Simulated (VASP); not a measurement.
# Co (Pm-3m) in VASP: notebook

Co is run at these levels: RPBE; tasks: single point.

Program: VASP 6.6.1. These are calculated values, not measurements. Logs are shortened: lines on timing, memory, paths and dates and some standing lists are left out, and cuts for length are marked.

## Step 1: The cell of the first run

Symmetry: Pm-3m, No. 221, cubic system. Conventional cell: a = 2.397 Å, b = 2.397 Å, c = 2.397 Å, α = 90.00°, β = 90.00°, γ = 90.00°. Within 3.2 Å of Co (site symmetry m-3m) lie 6 Co at 2.40 Å.

## Step 2: Single point, RPBE, collinear spin, ferromagnetic start (volume scaled by 1.04)

Input file INCAR:

```
SYSTEM = Co
  PREC = Accurate
  ENCUT = 520
  EDIFF = 1E-7
  ISMEAR = -1
  SIGMA = 0.05
  LREAL = .FALSE.
  LASPH = .TRUE.
  NELM = 150
  ALGO = Normal
  ISIF = 2
  LWAVE = .FALSE.
  LCHARG = .FALSE.
  ISPIN = 2
  MAGMOM = 1.944
  LORBIT = 11
  LMAXMIX = 4
  GGA = RP
  NBANDS = 14
```

Input file KPOINTS:

```
regular mesh
0
G
  15 15 15
  0 0 0
```

Input file POSCAR:

```
Co
1.0
    2.3966247189      0.0000000000      0.0000000000
    0.0000000000      2.3966247189      0.0000000000
    0.0000000000      0.0000000000      2.3966247189
Co
1
Direct
    0.0000000000      0.0000000000      0.0000000000
```

Potentials or basis: VASP PAW PBE potentials, release 64 (Co).

Run with:

```bash
cat potpaw_PBE.64/Co/POTCAR > POTCAR
mpirun -np 1 vasp_std > vasp.out
```

OUTCAR:

```text
SYSTEM = Co
   PREC = Accurate
   ENCUT = 520
   EDIFF = 1E-7
   ISMEAR = -1
   LREAL = .FALSE.
   LASPH = .TRUE.
   NELM = 150
   ISIF = 2
   ISPIN = 2
   LORBIT = 11
   GGA = RP

 ion  position               nearest neighbor table
   1  0.000  0.000  0.000-

  LATTYP: Found a simple cubic cell.
 ALAT       =     2.3966247189

  Lattice vectors:

 A1 = (   2.3966247189,   0.0000000000,   0.0000000000)
 A2 = (   0.0000000000,   2.3966247189,   0.0000000000)
 A3 = (   0.0000000000,   0.0000000000,   2.3966247189)

Analysis of symmetry for initial positions (statically):
=====================================================================
 Subroutine PRICEL returns:
 Original cell was already a primitive cell.

 Routine SETGRP: Setting up the symmetry group for a
 simple cubic supercell.

 Subroutine GETGRP returns: Found 48 space group operations
 (whereof 48 operations were pure point group operations)
 out of a pool of 48 trial point group operations.

The static configuration has the point symmetry O_h .

Analysis of symmetry for dynamics (positions and initial velocities):
=====================================================================
 Subroutine PRICEL returns:
 Original cell was already a primitive cell.

 Routine SETGRP: Setting up the symmetry group for a
 simple cubic supercell.

 Subroutine GETGRP returns: Found 48 space group operations
 (whereof 48 operations were pure point group operations)
 out of a pool of 48 trial point group operations.

The dynamic configuration has the point symmetry O_h .

Analysis of structural, dynamic, and magnetic symmetry:
=====================================================================
 Subroutine PRICEL returns:
 Original cell was already a primitive cell.

 Routine SETGRP: Setting up the symmetry group for a
 simple cubic supercell.

 Subroutine GETGRP returns: Found 48 space group operations
 (whereof 48 operations were pure point group operations)
 out of a pool of 48 trial point group operations.

The overall configuration has the point symmetry O_h .

 Subroutine INISYM returns: Found 48 space group operations
 (whereof 48 operations are pure point group operations),
 and found     1 'primitive' translations

----------------------------------------------------------------------------------------

                                     Primitive cell

  volume of cell :      13.7658

  direct lattice vectors                    reciprocal lattice vectors
     2.396624719  0.000000000  0.000000000     0.417253478  0.000000000  0.000000000
     0.000000000  2.396624719  0.000000000     0.000000000  0.417253478  0.000000000
     0.000000000  0.000000000  2.396624719     0.000000000  0.000000000  0.417253478

  length of vectors
     2.396624719  2.396624719  2.396624719     0.417253478  0.417253478  0.417253478

  position of ions in fractional coordinates (direct lattice)
     0.000000000  0.000000000  0.000000000

  ion indices of the primitive-cell ions
   primitive index   ion index
                 1           1

----------------------------------------------------------------------------------------

 KPOINTS: regular mesh

Automatic generation of k-mesh.
 Grid dimensions read from file:
 generate k-points for:   15   15   15

 Generating k-lattice:

  Cartesian coordinates                     Fractional coordinates (reciprocal lattice)
     0.027816899  0.000000000  0.000000000     0.066666667  0.000000000  0.000000000
     0.000000000  0.027816899  0.000000000     0.000000000  0.066666667  0.000000000
     0.000000000  0.000000000  0.027816899     0.000000000  0.000000000  0.066666667

  Length of vectors
     0.027816899  0.027816899  0.027816899

  Shift w.r.t. Gamma in fractional coordinates (k-lattice)
     0.000000000  0.000000000  0.000000000

 Subroutine IBZKPT returns following result:
 ===========================================

 Found    120 irreducible k-points:

 Following reciprocal coordinates:
            Coordinates               Weight
  0.000000  0.000000  0.000000      1.000000
  0.066667  0.000000  0.000000      6.000000
  0.133333  0.000000  0.000000      6.000000
  0.200000  0.000000  0.000000      6.000000
  0.266667  0.000000  0.000000      6.000000
  0.333333  0.000000  0.000000      6.000000
[... 16 lines left out ...]
  0.266667  0.200000  0.000000     24.000000
  0.333333  0.200000  0.000000     24.000000
 [... further k-points ...]
   k-points           NKPTS =    120   k-points in BZ     NKDIM =    120   number of bands    NBANDS=     14
   number of dos      NEDOS =    301   number of ions     NIONS =      1
   total plane-waves  NPLWV =   5832
   dimension x,y,z NGX =    18 NGY =   18 NGZ =   18
   dimension x,y,z NGXF=    36 NGYF=   36 NGZF=   36
   ions per type =               1
   NGX,Y,Z   is equivalent  to a cutoff of  12.49, 12.49, 12.49 a.u.
   NGXF,Y,Z  is equivalent  to a cutoff of  24.97, 24.97, 24.97 a.u.
 SYSTEM =  Co
   PREC   = accura    normal or accurate (medium, high low for compatibility)
   ISTART =      0    job   : 0-new  1-cont  2-samecut
   ICHARG =      2    charge: 1-file 2-atom 10-const
   ISPIN  =      2    spin polarized calculation?
   LNONCOLLINEAR =      F non collinear calculations
   LSORBIT =      F    spin-orbit coupling
   LASPH  =      T    aspherical Exc in radial PAW
   ENCUT  =  520.0 eV  38.22 Ry    6.18 a.u.   4.46  4.46  4.46*2*pi/ulx,y,z
   NELM   =    150;   NELMIN=  2; NELMDL= -5     # of ELM steps
   EDIFF  = 0.1E-06   stopping-criterion for ELM
   LREAL  =      F    real-space projection
   EDIFFG = 0.1E-05   stopping-criterion for IOM
   NSW    =      0    number of steps for IOM
   IBRION =     -1    ionic relax: 0-MD 1-quasi-New 2-CG
   NFREE  =      0    steps in history (QN), initial steepest desc. (CG)
   ISIF   =      2    stress and relaxation
   ISYM   =      2    0-nonsym 1-usesym 2-fastsym
   POTIM  = 0.5000    time-step for ionic-motion
   TEBEG  =    0.0;   TEEND  =   0.0 temperature during run
   PSTRESS=    0.0 pullay stress
   NELECT =       9.0000    total number of electrons
   NUPDOWN=      -1.0000    fix difference up-down
   EMIN   =  10.00;   EMAX   =-10.00  energy-range for DOS
   EFERMI =   0.00;   METHOD = LEGACY
   ISMEAR =    -1;   SIGMA  =   0.05  broadening in eV -4-tet -1-fermi 0-gaus
   EFERMI_NEDOS =   21; number of points for ismear=-14 and -15
   IALGO  =     38    algorithm
   IMIX   =      4    mixing-type and parameters
     AMIX     =   0.40;   BMIX     =  1.00
     AMIX_MAG =   1.60;   BMIX_MAG =  1.00
  volume/ion in A,a.u.               =      13.77        92.90
  Fermi-wavevector in a.u.,A,eV,Ry     =   1.420874  2.685063 27.468578  2.018884
  Thomas-Fermi vector in A             =   2.541743
   LORBIT       =     11    0 simple, 1 ext, 2 COOP (PROOUT), +10 PAW based schemes
   GGA     = RP    functional components
   LHFCALC =     F    Hartree Fock is set to
   AEXX    =    0.0000 exact exchange contribution
   IVDW    =     0    specifies the selected vdW correction
   LEPSILON=     F    determine dielectric tensor
   LRPA    =     F    only Hartree local field effects (RPA)
 spin polarized calculation
  energy-cutoff  :      520.00
  volume of cell :       13.77
 maximum number of plane-waves:       386
 NGX is ok and might be reduce to    18
   NGX =  9   NGY =  9   NGZ =  9

 number of electron       8.9999992 magnetization       1.9138406

 Free energy of the ion-electron system (eV)
  ---------------------------------------------------
  ext. energy  EPLUGINS =         0.00000000
  ---------------------------------------------------
  free energy    TOTEN  =        -5.78206195 eV

  energy without entropy =       -5.76814539  energy(sigma->0) =       -5.77510367

 E-fermi :   7.6896     XC(G=0): -11.8619

 val. band max:        7.6866014758   @ k =   0.3333   0.2667   0.2000
 cond. band min:       7.6912857561   @ k =   0.4667   0.4000   0.0667
 fundamental gap:      0.0046842803
 Fermi energy:         7.6895911773

 spin component 1

 k-point     1 :       0.0000    0.0000    0.0000
  band No.  band energies     occupation
      1      -0.1496      1.00000
      2       3.5550      1.00000
      3       3.5550      1.00000
      4       6.3057      1.00000
      5       6.3057      1.00000
      6       6.3057      1.00000
      7      25.6604      0.00000
      8      25.6604      0.00000
      9      25.6604      0.00000
     10      29.2945      0.00000
     11      29.2945      0.00000
     12      33.3375      0.00000
     13      44.4212      0.00000
     14      46.2835      0.00000
[... 375 lines left out ...]
 k-point    24 :       0.3333    0.2000    0.0000
  band No.  band energies     occupation
      1       3.0853      1.00000
      2       4.1109      1.00000
      3       4.8219      1.00000
      4       5.6247      1.00000
      5       6.0526      1.00000
      6       6.1979      1.00000
      7      14.8547      0.00000
      8      21.9507      0.00000
      9      30.0063      0.00000
     10      30.8039      0.00000
     11      31.7958      0.00000
     12      39.1041      0.00000
     13      39.8534      0.00000
     14      41.5955      0.00000

 [... further k-points ...]

 spin component 2

 k-point     1 :       0.0000    0.0000    0.0000
  band No.  band energies     occupation
      1      -0.0546      1.00000
      2       4.9152      1.00000
      3       4.9152      1.00000
      4       8.7778      0.00000
      5       8.7778      0.00000
      6       8.7778      0.00000
      7      26.0021      0.00000
      8      26.0021      0.00000
      9      26.0021      0.00000
     10      29.5229      0.00000
     11      29.5230      0.00000
     12      33.2926      0.00000
     13      46.4323      0.00000
     14      46.4323      0.00000
[... 375 lines left out ...]
 k-point    24 :       0.3333    0.2000    0.0000
  band No.  band energies     occupation
      1       3.5466      1.00000
      2       5.5375      1.00000
      3       6.2664      1.00000
      4       7.8818      0.02094
      5       7.9762      0.00323
      6       8.4803      0.00000
      7      15.4283      0.00000
      8      22.3452      0.00000
      9      30.3236      0.00000
     10      31.2702      0.00000
     11      31.7563      0.00000
     12      39.2203      0.00000
     13      40.2397      0.00000
     14      41.7280      0.00000

 [... further k-points ...]
[... 5 lines left out ...]
  --------------------------------------------------------------------------------------
  -------------------------------------------------------------------------------------
  Total       -0.4511038     -0.4511038     -0.4511038      0.0000000      0.0000000      0.0000000
  in kB      -52.5033469    -52.5033469    -52.5033469      0.0000000      0.0000000      0.0000000
  external PRESSURE =     -52.5033469 kB  Pullay stress =       0.0000000 kB

 VOLUME and BASIS-vectors are now :
 -----------------------------------------------------------------------------
  energy-cutoff  :      520.00
  volume of cell :       13.77
      direct lattice vectors                 reciprocal lattice vectors
     2.396624719  0.000000000  0.000000000     0.417253478  0.000000000  0.000000000
     0.000000000  2.396624719  0.000000000     0.000000000  0.417253478  0.000000000
     0.000000000  0.000000000  2.396624719     0.000000000  0.000000000  0.417253478

 POSITION                                       TOTAL-FORCE (eV/Angst)
 -----------------------------------------------------------------------------------
      0.00000      0.00000      0.00000         0.000000      0.000000      0.000000
 -----------------------------------------------------------------------------------
    total drift:                               -0.000000      0.000000      0.000000

  FREE ENERGIE OF THE ION-ELECTRON SYSTEM (eV)
  ---------------------------------------------------
  free  energy   TOTEN  =        -5.7820619493 eV

  energy  without entropy=       -5.7681453884  energy(sigma->0) =       -5.77510367

 total charge

# of ion       s       p       d       tot
------------------------------------------
    1        0.470   0.365   7.220   8.056

 magnetization (x)

# of ion       s       p       d       tot
------------------------------------------
    1        0.005  -0.011   1.938   1.933
```

Wall time 26 s (1 thread of Intel Xeon Platinum 8559C (Emerald Rapids), shared host); peak memory 0.15 GiB.

What came out:

```
Free energy                                           : -5.7821 eV
Pressure                                              : -5.3 GPa
Net moment                                            : 1.91 μB per cell
Site moments                                          : Co +1.93 μB
Valence electrons inside the program's atomic spheres : Co 8.06
```

Caveat: the PAW data sets were made with another functional, which shifts forces and pressure a little.

## Step 3: Single point, RPBE, collinear spin, ferromagnetic start (volume scaled by 1.08)

Input file INCAR:

```
ALGO = Normal
EDIFF = 1E-6
ENCUT = 520
GGA = RP
ISIF = 2
ISMEAR = -1
ISPIN = 2
LASPH = T
LCHARG = F
LMAXMIX = 4
LORBIT = 11
LREAL = F
LWAVE = F
MAGMOM = 1.944
NBANDS = 14
NELM = 150
PREC = Accurate
SIGMA = 0.05
```

Input file KPOINTS:

```
k-points
0
Gamma
  15 15 15
```

Input file POSCAR:

```
Co
1.0
    2.4269649615      0.0000000000      0.0000000000
    0.0000000000      2.4269649615      0.0000000000
    0.0000000000      0.0000000000      2.4269649615
Co
1
Direct
    0.0000000000      0.0000000000      0.0000000000
```

Potentials or basis: VASP PAW PBE potentials, release 64 (Co).

Run with:

```bash
cat potpaw_PBE.64/Co/POTCAR > POTCAR
mpirun -np 1 vasp_std > vasp.out
```

OUTCAR:

```text
EDIFF = 1E-6
   ENCUT = 520
   GGA = RP
   ISIF = 2
   ISMEAR = -1
   ISPIN = 2
   LASPH = T
   LORBIT = 11
   LREAL = F
   NELM = 150
   PREC = Accurate

 ion  position               nearest neighbor table
   1  0.000  0.000  0.000-

  LATTYP: Found a simple cubic cell.
 ALAT       =     2.4269649615

  Lattice vectors:

 A1 = (   2.4269649615,   0.0000000000,   0.0000000000)
 A2 = (   0.0000000000,   2.4269649615,   0.0000000000)
 A3 = (   0.0000000000,   0.0000000000,   2.4269649615)

Analysis of symmetry for initial positions (statically):
=====================================================================
 Subroutine PRICEL returns:
 Original cell was already a primitive cell.

 Routine SETGRP: Setting up the symmetry group for a
 simple cubic supercell.

 Subroutine GETGRP returns: Found 48 space group operations
 (whereof 48 operations were pure point group operations)
 out of a pool of 48 trial point group operations.

The static configuration has the point symmetry O_h .

Analysis of symmetry for dynamics (positions and initial velocities):
=====================================================================
 Subroutine PRICEL returns:
 Original cell was already a primitive cell.

 Routine SETGRP: Setting up the symmetry group for a
 simple cubic supercell.

 Subroutine GETGRP returns: Found 48 space group operations
 (whereof 48 operations were pure point group operations)
 out of a pool of 48 trial point group operations.

The dynamic configuration has the point symmetry O_h .

Analysis of structural, dynamic, and magnetic symmetry:
=====================================================================
 Subroutine PRICEL returns:
 Original cell was already a primitive cell.

 Routine SETGRP: Setting up the symmetry group for a
 simple cubic supercell.

 Subroutine GETGRP returns: Found 48 space group operations
 (whereof 48 operations were pure point group operations)
 out of a pool of 48 trial point group operations.

The overall configuration has the point symmetry O_h .

 Subroutine INISYM returns: Found 48 space group operations
[... 152 lines left out ...]
 k-point     1 :       0.0000    0.0000    0.0000
  band No.  band energies     occupation
      1      -0.3778      1.00000
      2       3.2377      1.00000
      3       3.2377      1.00000
      4       5.8035      1.00000
      5       5.8035      1.00000
      6       5.8035      1.00000
      7      24.7876      0.00000
      8      24.7876      0.00000
      9      24.7876      0.00000
     10      28.3381      0.00000
     11      28.3381      0.00000
     12      32.2295      0.00000
     13      43.9610      0.00000
     14      45.1185      0.00000
[... 379 lines left out ...]
      3       4.4318      1.00000
      4       5.1649      1.00000
      5       5.5661      1.00000
      6       5.7422      1.00000
      7      14.1843      0.00000
      8      21.1357      0.00000
      9      29.0164      0.00000
     10      29.7757      0.00000
     11      30.8566      0.00000
     12      37.9747      0.00000
     13      38.6600      0.00000
     14      40.4345      0.00000

 [... further k-points ...]

 spin component 2

 k-point     1 :       0.0000    0.0000    0.0000
  band No.  band energies     occupation
      1      -0.2820      1.00000
      2       4.6093      1.00000
      3       4.6094      1.00000
      4       8.3041      0.00000
      5       8.3042      0.00000
      6       8.3042      0.00000
      7      25.1322      0.00000
      8      25.1322      0.00000
      9      25.1322      0.00000
     10      28.5588      0.00000
     11      28.5588      0.00000
     12      32.1812      0.00000
     13      45.2547      0.00000
     14      45.2547      0.00000
[... 379 lines left out ...]
      3       5.8947      1.00000
      4       7.4463      0.02489
      5       7.5471      0.00339
      6       8.0232      0.00000
      7      14.7506      0.00000
      8      21.5295      0.00000
      9      29.3331      0.00000
     10      30.2470      0.00000
     11      30.8020      0.00000
     12      38.0774      0.00000
     13      39.0433      0.00000
     14      40.5500      0.00000

 [... further k-points ...]
[... 5 lines left out ...]
  --------------------------------------------------------------------------------------
  -------------------------------------------------------------------------------------
  Total       -0.7916219     -0.7916219     -0.7916219      0.0000000      0.0000000      0.0000000
  in kB      -88.7233369    -88.7233369    -88.7233369      0.0000000      0.0000000      0.0000000
  external PRESSURE =     -88.7233369 kB  Pullay stress =       0.0000000 kB

 VOLUME and BASIS-vectors are now :
 -----------------------------------------------------------------------------
  energy-cutoff  :      520.00
  volume of cell :       14.30
      direct lattice vectors                 reciprocal lattice vectors
     2.426964961  0.000000000  0.000000000     0.412037263  0.000000000  0.000000000
     0.000000000  2.426964961  0.000000000     0.000000000  0.412037263  0.000000000
     0.000000000  0.000000000  2.426964961     0.000000000  0.000000000  0.412037263

 POSITION                                       TOTAL-FORCE (eV/Angst)
 -----------------------------------------------------------------------------------
      0.00000      0.00000      0.00000         0.000000      0.000000      0.000000
 -----------------------------------------------------------------------------------
    total drift:                                0.000000      0.000000      0.000000

  FREE ENERGIE OF THE ION-ELECTRON SYSTEM (eV)
  ---------------------------------------------------
  free  energy   TOTEN  =        -5.7584343230 eV

  energy  without entropy=       -5.7441574838  energy(sigma->0) =       -5.75129590

 total charge

# of ion       s       p       d       tot
------------------------------------------
    1        0.459   0.345   7.200   8.004

 magnetization (x)

# of ion       s       p       d       tot
------------------------------------------
    1        0.006  -0.011   1.964   1.960
```

It took 25 s on 1 thread of Intel Xeon Platinum 8559C (Emerald Rapids), shared host; peak memory 0.14 GiB.

What came out:

```yaml
Free_energy: -5.7584 eV
Pressure: -8.9 GPa
Net_moment: 1.94 μB per cell
Site_moments: Co +1.96 μB
Valence_electrons_inside_the_program's_atomic_spheres: Co 8.00
```

Caveat: the PAW data sets were made with another functional, which shifts forces and pressure a little.
